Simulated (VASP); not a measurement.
# MgO (P6_3/mmc) in VASP: further runs

The runs below take MgO through single point, with PBEsol.

All numbers are computed with VASP 6.6.1; they aren't measurements. Logs are shortened: lines on timing, memory, paths and dates and some standing lists are left out, and cuts for length are marked.

**1. The cell of the first run**

Symmetry: P6_3/mmc, No. 194, hexagonal system. Conventional cell: a = 3.468 Å, b = 3.468 Å, c = 3.918 Å, α = 90.00°, β = 90.00°, γ = 120.00°. Within 2.6 Å of Mg (site symmetry -6m2) lie 5 O at 1.96 to 2.00 Å. Within 2.6 Å of O (site symmetry -6m2) lie 5 Mg at 1.96 to 2.00 Å.

**2. Single point, PBEsol (volume 10.205 Å^3 an atom, c/a of the conventional cell 1.1296)**

Input file INCAR:

```
PREC = Accurate
ENCUT = 520
EDIFF = 1E-6
ISMEAR = 0
SIGMA = 0.05
LREAL = F
LASPH = T
NELM = 60
ALGO = Normal
ISIF = 2
LWAVE = F
LCHARG = F
GGA = PS
NBANDS = 16
```

Input file KPOINTS:

```
regular mesh
0
Gamma
  9 9 6
```

Input file POSCAR:

```
MgO
1.0
    3.4684802693      0.0000000000      0.0000000000
   -1.7342401347      3.0037920257      0.0000000000
    0.0000000000      0.0000000000      3.9179953122
Mg O
2 2
Direct
    0.6666666667      0.3333333333      0.7500000000
    0.3333333333      0.6666666667      0.2500000000
    0.6666666667      0.3333333333      0.2500000000
    0.3333333333      0.6666666667      0.7500000000
```

Potentials or basis: VASP PAW PBE potentials, release 64 (Mg, O).

Launch:

```console
cat potpaw_PBE.64/Mg/POTCAR potpaw_PBE.64/O/POTCAR > POTCAR
mpirun -np 1 vasp_std > vasp.out
```

OUTCAR:

```text
PREC = Accurate
   ENCUT = 520
   EDIFF = 1E-6
   ISMEAR = 0
   LREAL = F
   LASPH = T
   NELM = 60
   ISIF = 2
   GGA = PS

 ion  position               nearest neighbor table
   1  0.667  0.333  0.750-   3 1.96   3 1.96   4 2.00   4 2.00   4 2.00   2 2.80   2 2.80   2 2.80
                             2 2.80   2 2.80   2 2.80
   2  0.333  0.667  0.250-   4 1.96   4 1.96   3 2.00   3 2.00   3 2.00   1 2.80   1 2.80   1 2.80
                             1 2.80   1 2.80   1 2.80
   3  0.667  0.333  0.250-   1 1.96   1 1.96   2 2.00   2 2.00   2 2.00
   4  0.333  0.667  0.750-   2 1.96   2 1.96   1 2.00   1 2.00   1 2.00

  LATTYP: Found a hexagonal cell.
 ALAT       =     3.4684802693
 C/A-ratio  =     1.1296000000

  Lattice vectors:

 A1 = (   3.4684802693,   0.0000000000,   0.0000000000)
 A2 = (  -1.7342401347,   3.0037920257,   0.0000000000)
 A3 = (   0.0000000000,   0.0000000000,   3.9179953122)

Analysis of symmetry for initial positions (statically):
=====================================================================
 Subroutine PRICEL returns:
 Original cell was already a primitive cell.

 Routine SETGRP: Setting up the symmetry group for a
 hexagonal supercell.

 Subroutine GETGRP returns: Found 24 space group operations
 (whereof 12 operations were pure point group operations)
 out of a pool of 24 trial point group operations.

The static configuration has the point symmetry D_3d.
 The point group associated with its full space group is D_6h.

Analysis of symmetry for dynamics (positions and initial velocities):
=====================================================================
 Subroutine PRICEL returns:
 Original cell was already a primitive cell.

 Routine SETGRP: Setting up the symmetry group for a
 hexagonal supercell.

 Subroutine GETGRP returns: Found 24 space group operations
 (whereof 12 operations were pure point group operations)
 out of a pool of 24 trial point group operations.

The dynamic configuration has the point symmetry D_3d.
 The point group associated with its full space group is D_6h.

 Subroutine INISYM returns: Found 24 space group operations
 (whereof 12 operations are pure point group operations),
 and found     1 'primitive' translations

----------------------------------------------------------------------------------------

                                     Primitive cell

  volume of cell :      40.8200

  direct lattice vectors                    reciprocal lattice vectors
     3.468480269  0.000000000  0.000000000     0.288310707  0.166456265  0.000000000
    -1.734240135  3.003792026  0.000000000     0.000000000  0.332912529  0.000000000
     0.000000000  0.000000000  3.917995312     0.000000000  0.000000000  0.255232567

  length of vectors
     3.468480269  3.468480269  3.917995312     0.332912529  0.332912529  0.255232567

  position of ions in fractional coordinates (direct lattice)
     0.666666667  0.333333333  0.750000000
     0.333333333  0.666666667  0.250000000
     0.666666667  0.333333333  0.250000000
     0.333333333  0.666666667  0.750000000

  ion indices of the primitive-cell ions
   primitive index   ion index
                 1           1
                 2           2
                 3           3
                 4           4

----------------------------------------------------------------------------------------

 KPOINTS: regular mesh

Automatic generation of k-mesh.
 Grid dimensions read from file:
 generate k-points for:    9    9    6

 Generating k-lattice:

  Cartesian coordinates                     Fractional coordinates (reciprocal lattice)
     0.032034523  0.018495141  0.000000000     0.111111111 -0.000000000  0.000000000
     0.000000000  0.036990281  0.000000000     0.000000000  0.111111111  0.000000000
     0.000000000  0.000000000  0.042538761     0.000000000  0.000000000  0.166666667

  Length of vectors
     0.036990281  0.036990281  0.042538761

  Shift w.r.t. Gamma in fractional coordinates (k-lattice)
     0.000000000  0.000000000  0.000000000

 Subroutine IBZKPT returns following result:
 ===========================================

 Found     48 irreducible k-points:

 Following reciprocal coordinates:
            Coordinates               Weight
  0.000000  0.000000  0.000000      1.000000
  0.111111  0.000000  0.000000      6.000000
  0.222222  0.000000  0.000000      6.000000
  0.333333 -0.000000  0.000000      6.000000
  0.444444  0.000000  0.000000      6.000000
  0.111111  0.111111  0.000000      6.000000
[... 16 lines left out ...]
  0.333333  0.222222  0.166667     24.000000
  0.333333  0.333333  0.166667      4.000000
 [... further k-points ...]
   k-points           NKPTS =     48   k-points in BZ     NKDIM =     48   number of bands    NBANDS=     16
   number of dos      NEDOS =    301   number of ions     NIONS =      4
   total plane-waves  NPLWV =  23520
   dimension x,y,z NGX =    28 NGY =   28 NGZ =   30
   dimension x,y,z NGXF=    56 NGYF=   56 NGZF=   60
   ions per type =               2   2
   NGX,Y,Z   is equivalent  to a cutoff of  13.42, 13.42, 12.73 a.u.
   NGXF,Y,Z  is equivalent  to a cutoff of  26.84, 26.84, 25.46 a.u.
 SYSTEM =  unknown system
   PREC   = accura    normal or accurate (medium, high low for compatibility)
   ISTART =      0    job   : 0-new  1-cont  2-samecut
   ICHARG =      2    charge: 1-file 2-atom 10-const
   ISPIN  =      1    spin polarized calculation?
   LNONCOLLINEAR =      F non collinear calculations
   LSORBIT =      F    spin-orbit coupling
   LASPH  =      T    aspherical Exc in radial PAW
   ENCUT  =  520.0 eV  38.22 Ry    6.18 a.u.   6.45  6.45  7.28*2*pi/ulx,y,z
   NELM   =     60;   NELMIN=  2; NELMDL= -5     # of ELM steps
   EDIFF  = 0.1E-05   stopping-criterion for ELM
   LREAL  =      F    real-space projection
   EDIFFG = 0.1E-04   stopping-criterion for IOM
   NSW    =      0    number of steps for IOM
   IBRION =     -1    ionic relax: 0-MD 1-quasi-New 2-CG
   NFREE  =      0    steps in history (QN), initial steepest desc. (CG)
   ISIF   =      2    stress and relaxation
   ISYM   =      2    0-nonsym 1-usesym 2-fastsym
   POTIM  = 0.5000    time-step for ionic-motion
   TEBEG  =    0.0;   TEEND  =   0.0 temperature during run
   PSTRESS=    0.0 pullay stress
   NELECT =      16.0000    total number of electrons
   NUPDOWN=      -1.0000    fix difference up-down
   EMIN   =  10.00;   EMAX   =-10.00  energy-range for DOS
   EFERMI =   0.00;   METHOD = LEGACY
   ISMEAR =     0;   SIGMA  =   0.05  broadening in eV -4-tet -1-fermi 0-gaus
   EFERMI_NEDOS =   21; number of points for ismear=-14 and -15
   IALGO  =     38    algorithm
   IMIX   =      4    mixing-type and parameters
     AMIX     =   0.40;   BMIX     =  1.00
     AMIX_MAG =   1.60;   BMIX_MAG =  1.00
  volume/ion in A,a.u.               =      10.20        68.87
  Fermi-wavevector in a.u.,A,eV,Ry     =   1.198093  2.264067 19.530164  1.435427
  Thomas-Fermi vector in A             =   2.333991
   LORBIT       =      0    0 simple, 1 ext, 2 COOP (PROOUT), +10 PAW based schemes
   GGA     = PS    functional components
   LHFCALC =     F    Hartree Fock is set to
   AEXX    =    0.0000 exact exchange contribution
   IVDW    =     0    specifies the selected vdW correction
   LEPSILON=     F    determine dielectric tensor
   LRPA    =     F    only Hartree local field effects (RPA)
 non-spin polarized calculation
 Gauss-broadening in eV      SIGMA  =   0.05
  energy-cutoff  :      520.00
  volume of cell :       40.82
 maximum number of plane-waves:      1119
 NGX is ok and might be reduce to    28
   NGX = 13   NGY = 13   NGZ = 15

 number of electron      16.0000000 magnetization

 Free energy of the ion-electron system (eV)
  ---------------------------------------------------
  ext. energy  EPLUGINS =         0.00000000
  ---------------------------------------------------
  free energy    TOTEN  =       -24.53024236 eV

  energy without entropy =      -24.53024236  energy(sigma->0) =      -24.53024236

 E-fermi :   2.5437     XC(G=0): -10.6331

 val. band max:        2.2940938617   @ k =   0.0000   0.0000   0.0000
 cond. band min:       6.0178789859   @ k =   0.0000   0.0000   0.0000
 fundamental gap:      3.7237851242
 Fermi energy:         2.5437168813

 k-point     1 :       0.0000    0.0000    0.0000
  band No.  band energies     occupation
      1     -14.8727      2.00000
      2     -13.1384      2.00000
      3      -1.4335      2.00000
      4       0.3520      2.00000
      5       0.3520      2.00000
      6       1.5174      2.00000
[... 8 lines left out ...]
     15      18.1102      0.00000
     16      18.6500      0.00000

 k-point     2 :       0.1111    0.0000    0.0000
  band No.  band energies     occupation
      1     -14.8046      2.00000
      2     -13.1584      2.00000
      3      -1.3385      2.00000
      4       0.1672      2.00000
      5       0.2435      2.00000
      6       1.2204      2.00000
[... 8 lines left out ...]
     15      17.7648      0.00000
     16      18.1916      0.00000

 k-point     3 :       0.2222    0.0000    0.0000
  band No.  band energies     occupation
      1     -14.6154      2.00000
      2     -13.2252      2.00000
      3      -1.0657      2.00000
      4      -0.3907      2.00000
      5       0.0187      2.00000
      6       0.8112      2.00000
[... 8 lines left out ...]
     15      17.2509      0.00000
     16      17.7342      0.00000

 k-point     4 :       0.3333   -0.0000    0.0000
  band No.  band energies     occupation
      1     -14.3526      2.00000
      2     -13.3464      2.00000
      3      -1.0307      2.00000
      4      -0.6599      2.00000
      5      -0.1886      2.00000
      6       0.5822      2.00000
[... 8 lines left out ...]
     15      16.6379      0.00000
     16      18.0726      0.00000
[... 324 lines left out ...]
 k-point    22 :       0.2222    0.2222    0.1667
  band No.  band energies     occupation
      1     -14.1347      2.00000
      2     -13.4480      2.00000
      3      -1.2081      2.00000
      4      -1.0934      2.00000
      5       0.0442      2.00000
      6       0.4948      2.00000
[... 8 lines left out ...]
     15      17.7753      0.00000
     16      18.4557      0.00000

 k-point    23 :       0.3333    0.2222    0.1667
  band No.  band energies     occupation
      1     -13.9220      2.00000
      2     -13.5799      2.00000
      3      -1.5113      2.00000
      4      -0.8350      2.00000
      5      -0.3539      2.00000
      6       0.7562      2.00000
[... 8 lines left out ...]
     15      17.4750      0.00000
     16      18.8121      0.00000

 k-point    24 :       0.3333    0.3333    0.1667
  band No.  band energies     occupation
      1     -13.7369      2.00000
      2     -13.7369      2.00000
      3      -1.5267      2.00000
      4      -0.6676      2.00000
      5      -0.6676      2.00000
      6       1.1321      2.00000
[... 8 lines left out ...]
     15      17.2279      0.00000
     16      19.5877      0.00000

 [... further k-points ...]
[... 5 lines left out ...]
  --------------------------------------------------------------------------------------
  -------------------------------------------------------------------------------------
  Total        2.0371382      2.0371382      6.9612829     -0.0000000      0.0000000      0.0000000
  in kB       79.9572908     79.9572908    273.2290453     -0.0000000      0.0000000      0.0000000
  external PRESSURE =     144.3812090 kB  Pullay stress =       0.0000000 kB

 VOLUME and BASIS-vectors are now :
 -----------------------------------------------------------------------------
  energy-cutoff  :      520.00
  volume of cell :       40.82
      direct lattice vectors                 reciprocal lattice vectors
     3.468480269  0.000000000  0.000000000     0.288310707  0.166456265  0.000000000
    -1.734240135  3.003792026  0.000000000     0.000000000  0.332912529  0.000000000
     0.000000000  0.000000000  3.917995312     0.000000000  0.000000000  0.255232567

 POSITION                                       TOTAL-FORCE (eV/Angst)
 -----------------------------------------------------------------------------------
      1.73424      1.00126      2.93850         0.000000      0.000000      0.000000
     -0.00000      2.00253      0.97950        -0.000000      0.000000      0.000000
      1.73424      1.00126      0.97950         0.000000     -0.000000      0.000000
     -0.00000      2.00253      2.93850        -0.000000     -0.000000      0.000000
 -----------------------------------------------------------------------------------
    total drift:                               -0.000000      0.000000     -0.000000

  FREE ENERGIE OF THE ION-ELECTRON SYSTEM (eV)
  ---------------------------------------------------
  free  energy   TOTEN  =       -24.5302423584 eV

  energy  without entropy=      -24.5302423584  energy(sigma->0) =      -24.53024236
```

It took 22 s on 1 thread of Intel Xeon Platinum 8488C (Sapphire Rapids), shared host; peak memory 0.17 GiB.

Results:

```
Free energy            : -24.5302 eV
Pressure               : 14.4 GPa
Band gap on the k mesh : 3.72 eV, direct
```

Stress tensor (GPa, compression positive):
```
 8.00  0.00  0.00
 0.00  8.00  0.00
 0.00  0.00 27.32
```

Levels at points of the mesh, in eV from the valence-band top:
```csv
k point,band 6,band 7,band 8,band 9,band 10,band 11
"(0.00, 0.00, 0.00)",-0.78,-0.78,0.00,3.72,10.34,12.61
"(0.00, 0.00, 0.50)",-1.39,-1.39,-1.39,6.84,6.84,12.96
```

Caveat: the PAW data sets were made with another functional, which shifts forces and pressure a little.

**3. Single point, PBEsol (volume 10.205 Å^3 an atom, c/a of the conventional cell 1.2003)**

Input file INCAR:

```
PREC = Accurate
ENCUT = 520
EDIFF = 1E-7
ISMEAR = 0
SIGMA = 0.05
LREAL = False
LASPH = True
NELM = 80
ALGO = Normal
ISIF = 2
LWAVE = False
LCHARG = False
GGA = PS
NBANDS = 16
```

KPOINTS is that of step 2.

Input file POSCAR:

```
MgO
1.0
    3.3990123905      0.0000000000      0.0000000000
   -1.6995061952      2.9436310779      0.0000000000
    0.0000000000      0.0000000000      4.0797812082
Mg O
2 2
Direct
    0.6666666667      0.3333333333      0.7500000000
    0.3333333333      0.6666666667      0.2500000000
    0.6666666667      0.3333333333      0.2500000000
    0.3333333333      0.6666666667      0.7500000000
```

Potentials or basis: VASP PAW PBE potentials, release 64 (Mg, O).

Launch:

```console
cat potpaw_PBE.64/Mg/POTCAR potpaw_PBE.64/O/POTCAR > POTCAR
mpirun -np 1 vasp_std > vasp.out
```

Wall time 24 s (1 thread of Intel Xeon Platinum 8488C (Sapphire Rapids), shared host); peak memory 0.17 GiB.

The run converged. Its results:

```
Free energy            : -24.6304 eV
Pressure               : 12.6 GPa
Band gap on the k mesh : 3.69 eV, direct
```

Stress tensor (GPa, compression positive):
```
12.32  0.00  0.00
 0.00 12.32  0.00
 0.00  0.00 13.13
```

Levels at points of the mesh, in eV from the valence-band top:
```tsv
k point	band 5	band 6	band 7	band 8	band 9	band 10	band 11	band 12
(0.00, 0.00, 0.00)	-1.91	-0.92	-0.92	0.00	3.69	9.99	12.69	12.93
(0.00, 0.00, 0.50)	-1.44	-1.44	-1.44	-1.44	6.75	6.75	13.28	13.28
```

Caveat: the PAW data sets were made with another functional, which shifts forces and pressure a little.

**4. Single point, PBEsol (volume 10.205 Å^3 an atom, c/a of the conventional cell 1.0632)**

Input file INCAR:

```
  PREC = Accurate
  ENCUT = 520
  EDIFF = 1E-7
  ISMEAR = 0
  SIGMA = 0.05
  LREAL = False
  LASPH = True
  NELM = 100
  ALGO = Normal
  ISIF = 2
  LWAVE = False
  LCHARG = False
  GGA = PS
  NBANDS = 16
```

KPOINTS is that of step 3.

Input file POSCAR:

```
MgO
1.0
    3.5392328280      0.0000000000      0.0000000000
   -1.7696164140      3.0650655389      0.0000000000
    0.0000000000      0.0000000000      3.7629123427
Mg O
2 2
Direct
    0.6666666667      0.3333333333      0.7500000000
    0.3333333333      0.6666666667      0.2500000000
    0.6666666667      0.3333333333      0.2500000000
    0.3333333333      0.6666666667      0.7500000000
```

Launch:

```console
cat potpaw_PBE.64/Mg/POTCAR potpaw_PBE.64/O/POTCAR > POTCAR
mpirun -np 1 vasp_std > vasp.out
```

Run time: 16 s. Hardware: 1 thread of Intel Xeon 6975P-C (Granite Rapids), shared host; peak memory 0.16 GiB.

Results (log left out):

- Free energy: -24.2149 eV
- Pressure: 19.3 GPa
- Band gap on the k mesh: 3.73 eV, direct

Stress tensor (GPa, compression positive):
```
 4.95  0.00  0.00
 0.00  4.95  0.00
 0.00  0.00 47.97
```

Levels at points of the mesh, in eV from the valence-band top:
| k point | band 5 | band 6 | band 7 | band 8 | band 9 | band 10 | band 11 | band 12 |
| --- | --- | --- | --- | --- | --- | --- | --- | --- |
| (0.00, 0.00, 0.00) | -1.98 | -0.64 | -0.64 | 0.00 | 3.73 | 10.79 | 12.35 | 12.35 |
| (0.00, 0.00, 0.50) | -1.35 | -1.35 | -1.35 | -1.35 | 6.93 | 6.93 | 12.69 | 12.69 |

Caveat: the PAW data sets were made with another functional, which shifts forces and pressure a little.

(Continued in part 2 of 2.)
